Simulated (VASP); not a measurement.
# LiNbO3 (LiNbO3 (R3c)) (Cc) in VASP: a series of runs, part 2 of 2

VASP 6.6.1. The steps go on from the part before.

## Step 3: Single point, PBE

File INCAR:

```
SYSTEM = LiNbO3
PREC = Accurate
ENCUT = 520
EDIFF = 1E-7
ISMEAR = 0
SIGMA = 0.01
LREAL = Auto
LASPH = .True.
NELM = 60
ALGO = Normal
ISIF = 2
LWAVE = .False.
LCHARG = .False.
GGA = PE
NBANDS = 162
```

File KPOINTS:

```
Automatic mesh
0
Gamma
  1 1 1
  0.25 0.25 0.25
```

File POSCAR:

```
LiNbO3
1.0
    2.5949501400      1.4981951600      4.6722232500
   -5.1899002700      2.9963903200      9.3444465000
    0.0000000000     -5.9927806400      9.3444465000
Li Nb O
8 8 24
Direct
    0.7183927777      0.3591123703      0.3591771180
    0.2183927777      0.1091771180      0.1091123703
    0.7183927777      0.3591123703      0.8591771180
    0.2183927777      0.1091771180      0.6091123703
    0.7183927777      0.8591123703      0.3591771180
    0.2183927777      0.6091771180      0.1091123703
    0.7183927777      0.8591123703      0.8591771180
    0.2183927777      0.6091771180      0.6091123703
    0.9995011365      0.4999236378      0.4999463415
    0.4995011365      0.2499463415      0.2499236378
    0.9995011365      0.4999236378      0.9999463415
    0.4995011365      0.2499463415      0.7499236378
    0.9995011365      0.9999236378      0.4999463415
    0.4995011365      0.7499463415      0.2499236378
    0.9995011365      0.9999236378      0.9999463415
    0.4995011365      0.7499463415      0.7499236378
    0.2781285329      0.3212309634      0.4443346947
    0.6419945347      0.4446730060      0.1396076173
    0.8901680283      0.1394001481      0.3207791129
    0.3901680283      0.0707791129      0.3894001481
    0.7781285329      0.1943346947      0.0712309634
    0.1419945347      0.3896076173      0.1946730060
    0.2781285329      0.3212309634      0.9443346947
    0.6419945347      0.4446730060      0.6396076173
    0.8901680283      0.1394001481      0.8207791129
    0.3901680283      0.0707791129      0.8894001481
    0.7781285329      0.1943346947      0.5712309634
    0.1419945347      0.3896076173      0.6946730060
    0.2781285329      0.8212309634      0.4443346947
    0.6419945347      0.9446730060      0.1396076173
    0.8901680283      0.6394001481      0.3207791129
    0.3901680283      0.5707791129      0.3894001481
    0.7781285329      0.6943346947      0.0712309634
    0.1419945347      0.8896076173      0.1946730060
    0.2781285329      0.8212309634      0.9443346947
    0.6419945347      0.9446730060      0.6396076173
    0.8901680283      0.6394001481      0.8207791129
    0.3901680283      0.5707791129      0.8894001481
    0.7781285329      0.6943346947      0.5712309634
    0.1419945347      0.8896076173      0.6946730060
```

Potentials or basis: VASP PAW PBE potentials, release 64 (Li_sv, Nb_sv, O).

On the command line:

```
cat potpaw_PBE.64/Li_sv/POTCAR potpaw_PBE.64/Nb_sv/POTCAR potpaw_PBE.64/O/POTCAR > POTCAR
mpirun -np 1 vasp_std > vasp.out
```

OUTCAR:

```text
SYSTEM = LiNbO3
   PREC = Accurate
   ENCUT = 520
   EDIFF = 1E-7
   ISMEAR = 0
   LREAL = Auto
   LASPH = .True.
   NELM = 60
   ISIF = 2
   GGA = PE

 ion  position               nearest neighbor table
   1  0.718  0.359  0.359-  32 2.08  22 2.08  27 2.08  18 2.26  19 2.27  17 2.27
   2  0.218  0.109  0.109-  19 2.08  30 2.08  23 2.08  34 2.26  26 2.27  21 2.27
   3  0.718  0.359  0.859-  38 2.08  28 2.08  21 2.08  24 2.26  25 2.27  23 2.27
   4  0.218  0.109  0.609-  25 2.08  36 2.08  17 2.08  40 2.26  20 2.27  27 2.27
   5  0.718  0.859  0.359-  20 2.08  34 2.08  39 2.08  30 2.26  31 2.27  29 2.27
   6  0.218  0.609  0.109-  31 2.08  18 2.08  35 2.08  22 2.26  38 2.27  33 2.27
[... 8 lines left out ...]
  15  1.000  1.000  1.000-  30 1.89  25 1.89  35 1.89  21 2.15  34 2.16  26 2.16
  16  0.500  0.750  0.750-  40 1.89  38 1.89  39 1.89  35 2.15  36 2.16  37 2.16
  17  0.278  0.321  0.444-   9 1.89   4 2.08  10 2.15   1 2.27
[... 21 lines left out ...]
  39  0.778  0.694  0.571-  16 1.89   5 2.08   9 2.15   8 2.27
  40  0.142  0.890  0.695-  16 1.89   7 2.08  13 2.16   4 2.26

  LATTYP: Found a base centered monoclinic cell.
 ALAT       =    15.1977748256
 B/A-ratio  =     0.6829815986
[... 208 lines left out ...]
  band No.  band energies     occupation
      1     -50.9146      2.00000
      2     -50.9102      2.00000
      3     -50.9093      2.00000
      4     -50.9093      2.00000
      5     -50.9092      2.00000
      6     -50.9092      2.00000
[... 140 lines left out ...]
    147       7.8525      0.00000
    148       7.8525      0.00000
 [bands above 148 left out]

------------------------ aborting loop because EDIFF is reached ----------------------------------------

  FORCE on cell =-STRESS in cart. coord.  units (eV):
  Direction    XX          YY          ZZ          XY          YZ          ZX
  --------------------------------------------------------------------------------------
  -------------------------------------------------------------------------------------
  Total       -1.0964083     -1.1350957     -1.3378761      0.0335043     -0.1245533     -0.2157326
  in kB       -4.0294955     -4.1716785     -4.9169326      0.1231341     -0.4577553     -0.7928558
  external PRESSURE =      -4.3727022 kB  Pullay stress =       0.0000000 kB

 VOLUME and BASIS-vectors are now :
 -----------------------------------------------------------------------------
  energy-cutoff  :      520.00
  volume of cell :      435.95
      direct lattice vectors                 reciprocal lattice vectors
     2.594950140  1.498195160  4.672223250     0.192681930  0.111244964  0.071343623
    -5.189900270  2.996390320  9.344446500    -0.096340965  0.055622482  0.035671811
     0.000000000 -5.992780640  9.344446500     0.000000000 -0.111244964  0.035671811

 POSITION                                       TOTAL-FORCE (eV/Angst)
 -----------------------------------------------------------------------------------
      0.00044     -0.00014     10.06851        -0.003954      0.002819      0.002657
      0.00010      0.00045      3.06017         0.000465     -0.004833      0.002657
      0.00044     -2.99653     14.74073        -0.003954      0.002819      0.002657
      0.00010     -2.99594      7.73240         0.000465     -0.004833      0.002657
     -2.59451      1.49806     14.74073        -0.003954      0.002819      0.002657
     -2.59485      1.49864      7.73240         0.000465     -0.004833      0.002657
[... 32 lines left out ...]
     -1.58432     -0.17698     15.46160         0.014050     -0.001814     -0.015475
     -4.24851     -1.28468     15.46766         0.007109      0.015622     -0.019488
 -----------------------------------------------------------------------------------
    total drift:                               -0.003254     -0.001875     -0.001232

  FREE ENERGIE OF THE ION-ELECTRON SYSTEM (eV)
  ---------------------------------------------------
  free  energy   TOTEN  =      -320.2259990848 eV

  energy  without entropy=     -320.2259990848  energy(sigma->0) =     -320.22599908
```

OSZICAR:

```text
N       E                     dE             d eps       ncg     rms          rms(c)
DAV:   1     0.335313316951E+04    0.33531E+04   -0.14504E+05   324   0.178E+03
DAV:   2    -0.144191903672E+02   -0.33676E+04   -0.32353E+04   404   0.646E+02
DAV:   3    -0.366352740863E+03   -0.35193E+03   -0.34957E+03   504   0.196E+02
DAV:   4    -0.389859788736E+03   -0.23507E+02   -0.23466E+02   568   0.441E+01
DAV:   5    -0.392524181363E+03   -0.26644E+01   -0.26633E+01   560   0.104E+01    0.543E+01
DAV:   6    -0.320209918230E+03    0.72314E+02   -0.38922E+02   424   0.596E+01    0.202E+01
DAV:   7    -0.319987701630E+03    0.22222E+00   -0.36748E+01   504   0.194E+01    0.981E+00
DAV:   8    -0.320170951980E+03   -0.18325E+00   -0.36396E+00   544   0.590E+00    0.411E+00
DAV:   9    -0.320233574329E+03   -0.62622E-01   -0.78263E-01   448   0.310E+00    0.168E+00
DAV:  10    -0.320224838512E+03    0.87358E-02   -0.21808E-01   456   0.180E+00    0.390E-01
DAV:  11    -0.320225290425E+03   -0.45191E-03   -0.20950E-02   512   0.520E-01    0.149E-01
DAV:  12    -0.320225988792E+03   -0.69837E-03   -0.36071E-03   504   0.167E-01    0.654E-02
DAV:  13    -0.320225992253E+03   -0.34610E-05   -0.41425E-04   464   0.892E-02    0.208E-02
DAV:  14    -0.320225997752E+03   -0.54991E-05   -0.75756E-05   560   0.252E-02    0.143E-02
DAV:  15    -0.320225999285E+03   -0.15330E-05   -0.86362E-06   472   0.779E-03    0.479E-03
DAV:  16    -0.320225999577E+03   -0.29143E-06   -0.13849E-06   464   0.487E-03    0.418E-03
DAV:  17    -0.320225999154E+03    0.42207E-06   -0.14628E-06   416   0.406E-03    0.100E-03
DAV:  18    -0.320225999085E+03    0.69671E-07   -0.10151E-07   200   0.160E-03
   1 F= -.32022600E+03 E0= -.32022600E+03  d E =-.524135-109
```

Run time: 5.2 min. Hardware: 1 thread of AMD EPYC 7R43 (Zen 3), shared host; peak memory 0.57 GiB.

Results:

```
Free energy            : -320.2260 eV
Largest force          : 0.051 eV/Å
Band gap on the k mesh : 3.70 eV
```

Forces on the atoms (eV/Å):
```
Li  -0.004  0.003  0.003
Li   0.000 -0.005  0.003
Li  -0.004  0.003  0.003
Li   0.000 -0.005  0.003
Li  -0.004  0.003  0.003
Li   0.000 -0.005  0.003
Li  -0.004  0.003  0.003
Li   0.000 -0.005  0.003
Nb  -0.016  0.005  0.048
Nb  -0.003 -0.016  0.048
Nb  -0.016  0.005  0.048
Nb  -0.003 -0.016  0.048
Nb  -0.016  0.005  0.048
Nb  -0.003 -0.016  0.048
Nb  -0.016  0.005  0.048
Nb  -0.003 -0.016  0.048
O    0.005  0.013 -0.015
O    0.017 -0.002 -0.019
O   -0.009 -0.008 -0.016
O   -0.012 -0.004 -0.016
O    0.014 -0.002 -0.015
O    0.007  0.016 -0.019
O    0.005  0.013 -0.015
O    0.017 -0.002 -0.019
O   -0.009 -0.008 -0.016
O   -0.012 -0.004 -0.016
O    0.014 -0.002 -0.015
O    0.007  0.016 -0.019
O    0.005  0.013 -0.015
O    0.017 -0.002 -0.019
O   -0.009 -0.008 -0.016
O   -0.012 -0.004 -0.016
O    0.014 -0.002 -0.015
O    0.007  0.016 -0.019
O    0.005  0.013 -0.015
O    0.017 -0.002 -0.019
O   -0.009 -0.008 -0.016
O   -0.012 -0.004 -0.016
O    0.014 -0.002 -0.015
O    0.007  0.016 -0.019
```

Caveat: the k points lie up to 1.47 Å⁻¹ apart; the cutoff is under 1.25 times the usual one of these potentials, so pressure, stress and relaxed cells hold a basis-set (Pulay) error.
